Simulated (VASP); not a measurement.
# C in VASP: notebook

The runs below take C through single point, with PBEsol.

Program: VASP 6.6.1. These are calculated values, not measurements. Logs are shortened: lines on timing, memory, paths and dates and some standing lists are left out, and cuts for length are marked.

## 1. The cell of the first run

The cell holds a slab with vacuum, 6 atoms: a = 2.513 Å, b = 3.554 Å, c = 18.513 Å, α = 90.00°, β = 90.00°, γ = 90.00°.

## 2. Single point, PBEsol

INCAR reads:

```
SYSTEM = C
  PREC = Accurate
  ENCUT = 520
  EDIFF = 1E-6
  ISMEAR = -1
  SIGMA = 0.02
  LREAL = .False.
  LASPH = .True.
  NELM = 100
  ALGO = Normal
  ISIF = 2
  LWAVE = .False.
  LCHARG = .False.
  LDIPOL = .True.
  IDIPOL = 3
  DIPOL = 0.5 0.5 0.500
  GGA = PS
  NBANDS = 21
```

KPOINTS reads:

```
Automatic mesh
0
Gamma
  10 7 1
  0 0 0
```

POSCAR reads:

```
C
1.0
    2.5129241671      0.0000000000      0.0000000000
    0.0000000000      3.5538114383      0.0000000000
    0.0000000000      0.0000000000     18.5129000000
C
6
Direct
    0.7500000000      0.1250000000      0.4321304559
    0.2500000000      0.8750000000      0.4321304559
    0.2500000000      0.6250000000      0.5000000000
    0.7500000000      0.3750000000      0.5000000000
    0.7500000000      0.1250000000      0.5678695441
    0.2500000000      0.8750000000      0.5678695441
```

Potentials or basis: VASP PAW PBE potentials, release 64 (C).

Run with:

```sh
cat potpaw_PBE.64/C/POTCAR > POTCAR
mpirun -np 1 vasp_std > vasp.out
```

OUTCAR:

```text
SYSTEM = C
   PREC = Accurate
   ENCUT = 520
   EDIFF = 1E-6
   ISMEAR = -1
   LREAL = .False.
   LASPH = .True.
   NELM = 100
   ISIF = 2
   GGA = PS

 ion  position               nearest neighbor table
   1  0.750  0.125  0.432-   4 1.54   2 1.54   2 1.54
   2  0.250  0.875  0.432-   3 1.54   1 1.54   1 1.54
   3  0.250  0.625  0.500-   2 1.54   6 1.54   4 1.54   4 1.54
   4  0.750  0.375  0.500-   1 1.54   5 1.54   3 1.54   3 1.54
   5  0.750  0.125  0.568-   4 1.54   6 1.54   6 1.54
   6  0.250  0.875  0.568-   3 1.54   5 1.54   5 1.54

  LATTYP: Found a simple orthorhombic cell.
 ALAT       =     2.5129241671
 B/A-ratio  =     1.4142135624
 C/A-ratio  =     7.3670746783

  Lattice vectors:

 A1 = (   2.5129241671,   0.0000000000,   0.0000000000)
 A2 = (   0.0000000000,   3.5538114383,   0.0000000000)
 A3 = (   0.0000000000,   0.0000000000,  18.5129000000)

Analysis of symmetry for initial positions (statically):
=====================================================================
 Subroutine PRICEL returns:
 Original cell was already a primitive cell.

 Routine SETGRP: Setting up the symmetry group for a
 simple orthorhombic supercell.

 Subroutine GETGRP returns: Found  8 space group operations
 (whereof  4 operations were pure point group operations)
 out of a pool of  8 trial point group operations.

The static configuration has the point symmetry C_2h.
 The point group associated with its full space group is D_2h.

Analysis of symmetry for dynamics (positions and initial velocities):
=====================================================================
 Subroutine PRICEL returns:
 Original cell was already a primitive cell.

 Routine SETGRP: Setting up the symmetry group for a
 simple orthorhombic supercell.

 Subroutine GETGRP returns: Found  8 space group operations
 (whereof  4 operations were pure point group operations)
 out of a pool of  8 trial point group operations.

The dynamic configuration has the point symmetry C_2h.
 The point group associated with its full space group is D_2h.

 Subroutine INISYM returns: Found  8 space group operations
 (whereof  4 operations are pure point group operations),
 and found     1 'primitive' translations

----------------------------------------------------------------------------------------

                                     Primitive cell

  volume of cell :     165.3287

  direct lattice vectors                    reciprocal lattice vectors
     2.512924167  0.000000000  0.000000000     0.397942768  0.000000000  0.000000000
     0.000000000  3.553811438  0.000000000     0.000000000  0.281388030  0.000000000
     0.000000000  0.000000000 18.512900000     0.000000000  0.000000000  0.054016389

  length of vectors
     2.512924167  3.553811438 18.512900000     0.397942768  0.281388030  0.054016389

  position of ions in fractional coordinates (direct lattice)
     0.750000000  0.125000000  0.432130456
     0.250000000  0.875000000  0.432130456
     0.250000000  0.625000000  0.500000000
     0.750000000  0.375000000  0.500000000
     0.750000000  0.125000000  0.567869544
     0.250000000  0.875000000  0.567869544

  ion indices of the primitive-cell ions
   primitive index   ion index
                 1           1
                 2           2
                 3           3
                 4           4
                 5           5
                 6           6

----------------------------------------------------------------------------------------

 KPOINTS: Automatic mesh

Automatic generation of k-mesh.
 Grid dimensions read from file:
 generate k-points for:   10    7    1

 Generating k-lattice:

  Cartesian coordinates                     Fractional coordinates (reciprocal lattice)
     0.039794277  0.000000000  0.000000000     0.100000000  0.000000000  0.000000000
     0.000000000  0.040198290  0.000000000     0.000000000  0.142857143  0.000000000
     0.000000000  0.000000000  0.054016389     0.000000000  0.000000000  1.000000000

  Length of vectors
     0.039794277  0.040198290  0.054016389

  Shift w.r.t. Gamma in fractional coordinates (k-lattice)
     0.000000000  0.000000000  0.000000000

 Subroutine IBZKPT returns following result:
 ===========================================

 Found     24 irreducible k-points:

 Following reciprocal coordinates:
            Coordinates               Weight
  0.000000  0.000000  0.000000      1.000000
  0.100000  0.000000  0.000000      2.000000
  0.200000  0.000000  0.000000      2.000000
  0.300000  0.000000  0.000000      2.000000
  0.400000  0.000000  0.000000      2.000000
  0.500000  0.000000  0.000000      1.000000
[... 16 lines left out ...]
  0.400000  0.428571  0.000000      4.000000
  0.500000  0.428571  0.000000      2.000000
   k-points           NKPTS =     24   k-points in BZ     NKDIM =     24   number of bands    NBANDS=     21
   number of dos      NEDOS =    301   number of ions     NIONS =      6
   total plane-waves  NPLWV =  78400
   dimension x,y,z NGX =    20 NGY =   28 NGZ =  140
   dimension x,y,z NGXF=    40 NGYF=   56 NGZF=  280
   ions per type =               6
   NGX,Y,Z   is equivalent  to a cutoff of  13.23, 13.10, 12.57 a.u.
   NGXF,Y,Z  is equivalent  to a cutoff of  26.46, 26.20, 25.14 a.u.
 SYSTEM =  C
   PREC   = accura    normal or accurate (medium, high low for compatibility)
   ISTART =      0    job   : 0-new  1-cont  2-samecut
   ICHARG =      2    charge: 1-file 2-atom 10-const
   ISPIN  =      1    spin polarized calculation?
   LNONCOLLINEAR =      F non collinear calculations
   LSORBIT =      F    spin-orbit coupling
   LASPH  =      T    aspherical Exc in radial PAW
   ENCUT  =  520.0 eV  38.22 Ry    6.18 a.u.   4.67  6.61 34.42*2*pi/ulx,y,z
   NELM   =    100;   NELMIN=  2; NELMDL= -5     # of ELM steps
   EDIFF  = 0.1E-05   stopping-criterion for ELM
   LREAL  =      F    real-space projection
   EDIFFG = 0.1E-04   stopping-criterion for IOM
   NSW    =      0    number of steps for IOM
   IBRION =     -1    ionic relax: 0-MD 1-quasi-New 2-CG
   NFREE  =      0    steps in history (QN), initial steepest desc. (CG)
   ISIF   =      2    stress and relaxation
   ISYM   =      2    0-nonsym 1-usesym 2-fastsym
   POTIM  = 0.5000    time-step for ionic-motion
   TEBEG  =    0.0;   TEEND  =   0.0 temperature during run
   PSTRESS=    0.0 pullay stress
   NELECT =      24.0000    total number of electrons
   NUPDOWN=      -1.0000    fix difference up-down
   EMIN   =  10.00;   EMAX   =-10.00  energy-range for DOS
   EFERMI =   0.00;   METHOD = LEGACY
   ISMEAR =    -1;   SIGMA  =   0.02  broadening in eV -4-tet -1-fermi 0-gaus
   EFERMI_NEDOS =   21; number of points for ismear=-14 and -15
   IALGO  =     38    algorithm
   IMIX   =      4    mixing-type and parameters
     AMIX     =   0.40;   BMIX     =  1.00
     AMIX_MAG =   1.60;   BMIX_MAG =  1.00
  volume/ion in A,a.u.               =      27.55       185.95
  Fermi-wavevector in a.u.,A,eV,Ry     =   0.860391  1.625903 10.072020  0.740273
  Thomas-Fermi vector in A             =   1.977889
   LORBIT       =      0    0 simple, 1 ext, 2 COOP (PROOUT), +10 PAW based schemes
   GGA     = PS    functional components
   LHFCALC =     F    Hartree Fock is set to
   AEXX    =    0.0000 exact exchange contribution
   IVDW    =     0    specifies the selected vdW correction
   LEPSILON=     F    determine dielectric tensor
   LRPA    =     F    only Hartree local field effects (RPA)
 non-spin polarized calculation
  energy-cutoff  :      520.00
  volume of cell :      165.33
 maximum number of plane-waves:      4492
 NGX is ok and might be reduce to    20
   NGX =  9   NGY = 13   NGZ = 69

 number of electron      24.0000002 magnetization

 dipolmoment           0.000000      0.000000     -0.000000 electrons x Angstroem

 Free energy of the ion-electron system (eV)
  ---------------------------------------------------
  ext. energy  EPLUGINS =         0.00000000
  ---------------------------------------------------
  free energy    TOTEN  =       -50.42366874 eV

  energy without entropy =      -50.41873709  energy(sigma->0) =      -50.42120291

 E-fermi :  -2.9040     XC(G=0):  -3.8312

 val. band max:       -2.9273685055   @ k =   0.4000   0.0000   0.0000
 cond. band min:      -2.8878677442   @ k =   0.4000   0.2857   0.0000
 fundamental gap:      0.0395007614
 Fermi energy:        -2.9039531172

 k-point     1 :       0.0000    0.0000    0.0000
  band No.  band energies     occupation
      1     -22.8162      2.00000
      2     -18.6593      2.00000
      3     -15.4516      2.00000
      4     -14.0684      2.00000
      5      -9.8603      2.00000
      6      -9.7208      2.00000
[... 13 lines left out ...]
     20       4.9684      0.00000
     21       5.5992      0.00000

 k-point     2 :       0.1000    0.0000    0.0000
  band No.  band energies     occupation
      1     -22.6328      2.00000
      2     -18.4838      2.00000
      3     -15.2909      2.00000
      4     -14.0111      2.00000
      5      -9.7295      2.00000
      6      -9.5754      2.00000
[... 13 lines left out ...]
     20       5.1988      0.00000
     21       5.8781      0.00000

 k-point     3 :       0.2000    0.0000    0.0000
  band No.  band energies     occupation
      1     -22.0849      2.00000
      2     -17.9589      2.00000
      3     -14.8098      2.00000
      4     -14.0316      2.00000
      5     -10.4300      2.00000
      6      -9.5483      2.00000
[... 13 lines left out ...]
     20       5.9086      0.00000
     21       6.5751      0.00000
[... 457 lines left out ...]
 k-point    23 :       0.4000    0.4286    0.0000
  band No.  band energies     occupation
      1     -18.4255      2.00000
      2     -17.3976      2.00000
      3     -15.2262      2.00000
      4     -14.3601      2.00000
      5     -13.3854      2.00000
      6     -12.3729      2.00000
[... 13 lines left out ...]
     20       7.9615      0.00000
     21       8.0522      0.00000

 k-point    24 :       0.5000    0.4286    0.0000
  band No.  band energies     occupation
      1     -17.2145      2.00000
      2     -17.2145      2.00000
      3     -14.8558      2.00000
      4     -14.8558      2.00000
      5     -13.8126      2.00000
      6     -13.8126      2.00000
[... 13 lines left out ...]
     20       7.7471      0.00000
     21       9.0214      0.00000

------------------------ aborting loop because EDIFF is reached ----------------------------------------

 vacuum level on the upper side and lower side of the slab       (xc-potential included)        -0.133        -0.133

  FORCE on cell =-STRESS in cart. coord.  units (eV):
  Direction    XX          YY          ZZ          XY          YZ          ZX
  --------------------------------------------------------------------------------------
  -------------------------------------------------------------------------------------
  Total       -4.4476730     -7.0809389     -4.5933446     -0.0000000      0.0000000      0.0000000
  in kB      -43.1017809    -68.6203949    -44.5134637     -0.0000000      0.0000000      0.0000000
  external PRESSURE =     -52.0785465 kB  Pullay stress =       0.0000000 kB

 VOLUME and BASIS-vectors are now :
 -----------------------------------------------------------------------------
  energy-cutoff  :      520.00
  volume of cell :      165.33
      direct lattice vectors                 reciprocal lattice vectors
     2.512924167  0.000000000  0.000000000     0.397942768  0.000000000  0.000000000
     0.000000000  3.553811438  0.000000000     0.000000000  0.281388030  0.000000000
     0.000000000  0.000000000 18.512900000     0.000000000  0.000000000  0.054016389

 POSITION                                       TOTAL-FORCE (eV/Angst)
 -----------------------------------------------------------------------------------
      1.88469      0.44423      7.99999         0.000000     -4.479809      0.906565
      0.62823      3.10959      7.99999        -0.000000      4.479809      0.906565
      0.62823      2.22113      9.25645         0.000000     -1.215675     -0.000000
      1.88469      1.33268      9.25645         0.000000      1.215675     -0.000000
      1.88469      0.44423     10.51291        -0.000000     -4.479809     -0.906565
      0.62823      3.10959     10.51291         0.000000      4.479809     -0.906565
 -----------------------------------------------------------------------------------
    total drift:                                0.000000      0.000000      0.000000

  FREE ENERGIE OF THE ION-ELECTRON SYSTEM (eV)
  ---------------------------------------------------
  free  energy   TOTEN  =       -50.4236687407 eV

  energy  without entropy=      -50.4187370861  energy(sigma->0) =      -50.42120291

 vacuum level on the upper side and lower side of the slab         3.128         3.128
```

Wall time 4.1 min (1 thread of AMD EPYC 7R13, shared host); peak memory 0.23 GiB.

Results:

```
Free energy            : -50.4237 eV
Largest force          : 4.571 eV/Å
Band gap on the k mesh : zero (band 12 reaches -2.66 eV, above the bottom of band 13 at -3.02 eV)
```

Forces in eV/Å, atoms in the order of the input:
```
C    0.000 -4.480  0.907
C    0.000  4.480  0.907
C    0.000 -1.216  0.000
C    0.000  1.216  0.000
C    0.000 -4.480 -0.907
C    0.000  4.480 -0.907
```

Levels at points of the mesh, in eV from the Fermi level:
```
           k point  band 8  band 9  band 10  band 11  band 12  band 13  band 14  band 15  band 16  band 17
(0.00, 0.00, 0.00)   -5.10   -2.32    -2.32    -0.42     0.22     0.50     3.63     5.53     5.88     6.18
(0.50, 0.00, 0.00)   -6.79   -5.08    -5.08    -1.28    -1.28     0.90     0.90     6.57     6.57     8.97
```

Caveat: the PAW data sets were made with another functional, which shifts forces and pressure a little.

[end of part 1 of 2]
